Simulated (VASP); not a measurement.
# NaCl (Imm2) in VASP: further runs, part 2 of 2

VASP 6.6.1. Earlier steps stand in the parts before.

### Step 3. Single point, PBEsol (atom 1 (Na) moved by (-0.600, -0.600) A along y and z)

Input file INCAR:

```
ALGO = Normal ; EDIFF = 1E-6
ENCUT = 520 ; GGA = PS
ISIF = 2 ; ISMEAR = 0
LASPH = True ; LCHARG = False
LREAL = False ; LWAVE = False
NBANDS = 14 ; NELM = 100
PREC = Accurate ; SIGMA = 0.05
```

Input file KPOINTS:

```
k-points
0
Gamma
  8 8 8
```

Input file POSCAR:

```
NaCl
1.0
    0.0000000000      2.8317500000      2.8317500000
    2.8317500000      0.0000000000      2.8317500000
    2.8317500000      2.8317500000      0.0000000000
Na Cl
1 1
Direct
   -0.2118831112      0.0000000000      0.0000000000
    0.5000000000      0.5000000000      0.5000000000
```

Potentials or basis: VASP PAW PBE potentials, release 64 (Na_pv, Cl).

The run is started by

```
> cat potpaw_PBE.64/Na_pv/POTCAR potpaw_PBE.64/Cl/POTCAR > POTCAR
> mpirun -np 1 vasp_std > vasp.out
```

OUTCAR:

```text
EDIFF = 1E-6
   ENCUT = 520
   GGA = PS
   ISIF = 2
   ISMEAR = 0
   LASPH = True
   LREAL = False
   NELM = 100
   PREC = Accurate

 ion  position               nearest neighbor table
   1  0.788  0.000  0.000-   2 2.31   2 2.31
   2  0.500  0.500  0.500-   1 2.31   1 2.31

  LATTYP: Found a face centered cubic cell.
 ALAT       =     5.6635000000

  Lattice vectors:

 A1 = (   0.0000000000,   2.8317500000,   2.8317500000)
 A2 = (   2.8317500000,   0.0000000000,   2.8317500000)
 A3 = (   2.8317500000,   2.8317500000,   0.0000000000)

Analysis of symmetry for initial positions (statically):
=====================================================================
 Subroutine PRICEL returns:
 Original cell was already a primitive cell.

 Routine SETGRP: Setting up the symmetry group for a
 face centered cubic supercell.

 Subroutine GETGRP returns: Found  4 space group operations
 (whereof  4 operations were pure point group operations)
 out of a pool of 48 trial point group operations.

The static configuration has the point symmetry C_2v.

Analysis of symmetry for dynamics (positions and initial velocities):
=====================================================================
 Subroutine PRICEL returns:
 Original cell was already a primitive cell.

 Routine SETGRP: Setting up the symmetry group for a
 face centered cubic supercell.

 Subroutine GETGRP returns: Found  4 space group operations
 (whereof  4 operations were pure point group operations)
 out of a pool of 48 trial point group operations.

The dynamic configuration has the point symmetry C_2v.

 Subroutine INISYM returns: Found  4 space group operations
 (whereof  4 operations are pure point group operations),
 and found     1 'primitive' translations

----------------------------------------------------------------------------------------

                                     Primitive cell

  volume of cell :      45.4145

  direct lattice vectors                    reciprocal lattice vectors
     0.000000000  2.831750000  2.831750000    -0.176569259  0.176569259  0.176569259
     2.831750000  0.000000000  2.831750000     0.176569259 -0.176569259  0.176569259
     2.831750000  2.831750000  0.000000000     0.176569259  0.176569259 -0.176569259

  length of vectors
     4.004699255  4.004699255  4.004699255     0.305826928  0.305826928  0.305826928

  position of ions in fractional coordinates (direct lattice)
     0.788116889  0.000000000  0.000000000
     0.500000000  0.500000000  0.500000000

  ion indices of the primitive-cell ions
   primitive index   ion index
                 1           1
                 2           2

----------------------------------------------------------------------------------------

 KPOINTS: k-points

Automatic generation of k-mesh.
 Grid dimensions read from file:
 generate k-points for:    8    8    8

 Generating k-lattice:

  Cartesian coordinates                     Fractional coordinates (reciprocal lattice)
    -0.022071157  0.022071157  0.022071157     0.125000000  0.000000000  0.000000000
     0.022071157 -0.022071157  0.022071157     0.000000000  0.125000000  0.000000000
     0.022071157  0.022071157 -0.022071157     0.000000000  0.000000000  0.125000000

  Length of vectors
     0.038228366  0.038228366  0.038228366

  Shift w.r.t. Gamma in fractional coordinates (k-lattice)
     0.000000000  0.000000000  0.000000000

 Subroutine IBZKPT returns following result:
 ===========================================

 Found     95 irreducible k-points:

 Following reciprocal coordinates:
            Coordinates               Weight
  0.000000  0.000000  0.000000      1.000000
  0.125000  0.000000  0.000000      4.000000
  0.000000  0.125000  0.000000      4.000000
  0.250000  0.000000  0.000000      4.000000
  0.000000  0.250000  0.000000      4.000000
  0.375000  0.000000  0.000000      4.000000
[... 16 lines left out ...]
  0.375000 -0.125000 -0.125000      4.000000
 -0.375000  0.125000  0.000000      8.000000
 [... further k-points ...]
   k-points           NKPTS =     95   k-points in BZ     NKDIM =     95   number of bands    NBANDS=     14
   number of dos      NEDOS =    301   number of ions     NIONS =      2
   total plane-waves  NPLWV =  27000
   dimension x,y,z NGX =    30 NGY =   30 NGZ =   30
   dimension x,y,z NGXF=    60 NGYF=   60 NGZF=   60
   ions per type =               1   1
   NGX,Y,Z   is equivalent  to a cutoff of  12.45, 12.45, 12.45 a.u.
   NGXF,Y,Z  is equivalent  to a cutoff of  24.91, 24.91, 24.91 a.u.
 SYSTEM =  unknown system
   PREC   = accura    normal or accurate (medium, high low for compatibility)
   ISTART =      0    job   : 0-new  1-cont  2-samecut
   ICHARG =      2    charge: 1-file 2-atom 10-const
   ISPIN  =      1    spin polarized calculation?
   LNONCOLLINEAR =      F non collinear calculations
   LSORBIT =      F    spin-orbit coupling
   LASPH  =      T    aspherical Exc in radial PAW
   ENCUT  =  520.0 eV  38.22 Ry    6.18 a.u.   7.45  7.45  7.45*2*pi/ulx,y,z
   NELM   =    100;   NELMIN=  2; NELMDL= -5     # of ELM steps
   EDIFF  = 0.1E-05   stopping-criterion for ELM
   LREAL  =      F    real-space projection
   EDIFFG = 0.1E-04   stopping-criterion for IOM
   NSW    =      0    number of steps for IOM
   IBRION =     -1    ionic relax: 0-MD 1-quasi-New 2-CG
   NFREE  =      0    steps in history (QN), initial steepest desc. (CG)
   ISIF   =      2    stress and relaxation
   ISYM   =      2    0-nonsym 1-usesym 2-fastsym
   POTIM  = 0.5000    time-step for ionic-motion
   TEBEG  =    0.0;   TEEND  =   0.0 temperature during run
   PSTRESS=    0.0 pullay stress
   NELECT =      14.0000    total number of electrons
   NUPDOWN=      -1.0000    fix difference up-down
   EMIN   =  10.00;   EMAX   =-10.00  energy-range for DOS
   EFERMI =   0.00;   METHOD = LEGACY
   ISMEAR =     0;   SIGMA  =   0.05  broadening in eV -4-tet -1-fermi 0-gaus
   EFERMI_NEDOS =   21; number of points for ismear=-14 and -15
   IALGO  =     38    algorithm
   IMIX   =      4    mixing-type and parameters
     AMIX     =   0.40;   BMIX     =  1.00
     AMIX_MAG =   1.60;   BMIX_MAG =  1.00
  volume/ion in A,a.u.               =      22.71       153.24
  Fermi-wavevector in a.u.,A,eV,Ry     =   1.105909  2.089864 16.640388  1.223034
  Thomas-Fermi vector in A             =   2.242402
   LORBIT       =      0    0 simple, 1 ext, 2 COOP (PROOUT), +10 PAW based schemes
   GGA     = PS    functional components
   LHFCALC =     F    Hartree Fock is set to
   AEXX    =    0.0000 exact exchange contribution
   IVDW    =     0    specifies the selected vdW correction
   LEPSILON=     F    determine dielectric tensor
   LRPA    =     F    only Hartree local field effects (RPA)
 non-spin polarized calculation
 Gauss-broadening in eV      SIGMA  =   0.05
  energy-cutoff  :      520.00
  volume of cell :       45.41
 maximum number of plane-waves:      1243
 NGX is ok and might be reduce to    30
   NGX = 15   NGY = 15   NGZ = 15

 number of electron      13.9999998 magnetization

 Free energy of the ion-electron system (eV)
  ---------------------------------------------------
  ext. energy  EPLUGINS =         0.00000000
  ---------------------------------------------------
  free energy    TOTEN  =        -6.40558467 eV

  energy without entropy =       -6.40558467  energy(sigma->0) =       -6.40558467

 E-fermi :  -0.6910     XC(G=0):  -8.1610

 val. band max:       -0.9167585131   @ k =   0.0000  -0.1250   0.1250
 cond. band min:       4.0164971053   @ k =   0.0000   0.0000   0.0000
 fundamental gap:      4.9332556183
 Fermi energy:        -0.6909865272

 k-point     1 :       0.0000    0.0000    0.0000
  band No.  band energies     occupation
      1     -21.4125      2.00000
      2     -21.4110      2.00000
      3     -21.3708      2.00000
      4     -13.5474      2.00000
      5      -1.1171      2.00000
      6      -0.9273      2.00000
      7      -0.9211      2.00000
      8       4.0165      0.00000
      9       9.9742      0.00000
     10      10.6072      0.00000
     11      10.6678      0.00000
     12      12.7920      0.00000
     13      13.2263      0.00000
     14      13.2374      0.00000
[... 375 lines left out ...]
 k-point    24 :      -0.3750    0.1250    0.0000
  band No.  band energies     occupation
      1     -21.4353      2.00000
      2     -21.4177      2.00000
      3     -21.3789      2.00000
      4     -13.2362      2.00000
      5      -2.5710      2.00000
      6      -1.4949      2.00000
      7      -1.1541      2.00000
      8       6.7329      0.00000
      9       8.6687      0.00000
     10       9.5590      0.00000
     11      10.7012      0.00000
     12      13.5065      0.00000
     13      14.5642      0.00000
     14      15.2586      0.00000

 [... further k-points ...]
[... 5 lines left out ...]
  --------------------------------------------------------------------------------------
  -------------------------------------------------------------------------------------
  Total       -0.4883350      3.2106913      3.2106913      0.0000000     -1.7342373      0.0000000
  in kB      -17.2279547    113.2698737    113.2698737      0.0000000    -61.1821010      0.0000000
  external PRESSURE =      69.7705976 kB  Pullay stress =       0.0000000 kB

 VOLUME and BASIS-vectors are now :
 -----------------------------------------------------------------------------
  energy-cutoff  :      520.00
  volume of cell :       45.41
      direct lattice vectors                 reciprocal lattice vectors
     0.000000000  2.831750000  2.831750000    -0.176569259  0.176569259  0.176569259
     2.831750000  0.000000000  2.831750000     0.176569259 -0.176569259  0.176569259
     2.831750000  2.831750000  0.000000000     0.176569259  0.176569259 -0.176569259

 POSITION                                       TOTAL-FORCE (eV/Angst)
 -----------------------------------------------------------------------------------
      0.00000      2.23175      2.23175         0.000000      1.162548      1.162548
      2.83175      2.83175      2.83175        -0.000000     -1.162548     -1.162548
 -----------------------------------------------------------------------------------
    total drift:                               -0.000006      0.000174      0.000175

  FREE ENERGIE OF THE ION-ELECTRON SYSTEM (eV)
  ---------------------------------------------------
  free  energy   TOTEN  =        -6.4055846739 eV

  energy  without entropy=       -6.4055846739  energy(sigma->0) =       -6.40558467
```

OSZICAR:

```text
N       E                     dE             d eps       ncg     rms          rms(c)
DAV:   1     0.100006521024E+03    0.10001E+03   -0.72479E+03  2660   0.104E+03
DAV:   2     0.217074068509E+01   -0.97836E+02   -0.89700E+02  2876   0.270E+02
DAV:   3    -0.651854017279E+01   -0.86893E+01   -0.86324E+01  3464   0.740E+01
DAV:   4    -0.666260287720E+01   -0.14406E+00   -0.14399E+00  3122   0.101E+01
DAV:   5    -0.666560286268E+01   -0.30000E-02   -0.29998E-02  3608   0.151E+00    0.230E+00
DAV:   6    -0.641991444852E+01    0.24569E+00   -0.41057E-01  3452   0.438E+00    0.158E+00
DAV:   7    -0.639977068037E+01    0.20144E-01   -0.10411E-01  3752   0.212E+00    0.105E+00
DAV:   8    -0.640543321842E+01   -0.56625E-02   -0.93828E-03  3002   0.861E-01    0.202E-01
DAV:   9    -0.640541755622E+01    0.15662E-04   -0.41862E-04  3584   0.182E-01    0.873E-02
DAV:  10    -0.640558513145E+01   -0.16758E-03   -0.21606E-04  3200   0.119E-01    0.173E-02
DAV:  11    -0.640558396603E+01    0.11654E-05   -0.16165E-05  3446   0.451E-02    0.103E-02
DAV:  12    -0.640558467394E+01   -0.70791E-06   -0.11699E-06  3206   0.808E-03
   1 F= -.64055847E+01 E0= -.64055847E+01  d E =-.214541E-12
```

It took 51 s on 1 thread of Intel Xeon Platinum 8259CL at 2.50GHz (Skylake/Cascade Lake), shared host; peak memory 0.19 GiB.

What came out:

* Free energy: -6.4056 eV
* Pressure: 7.0 GPa
* Largest force: 1.644 eV/Å
* Band gap on the k mesh: 4.93 eV

Forces on the atoms (eV/Å):
```
Na   0.000  1.163  1.163
Cl   0.000 -1.163 -1.163
```

Stress tensor (GPa, compression positive):
```
-1.72  0.00  0.00
 0.00 11.33 -6.12
 0.00 -6.12 11.33
```

Caveat: the cell differs from its parent crystal (atom 1 (Na) moved by (-0.600, -0.600) A along y and z); the stress differs along the axes, from -2 to 11 GPa; the PAW data sets were made with another functional, which shifts forces and pressure a little. A k mesh can miss the band edges.
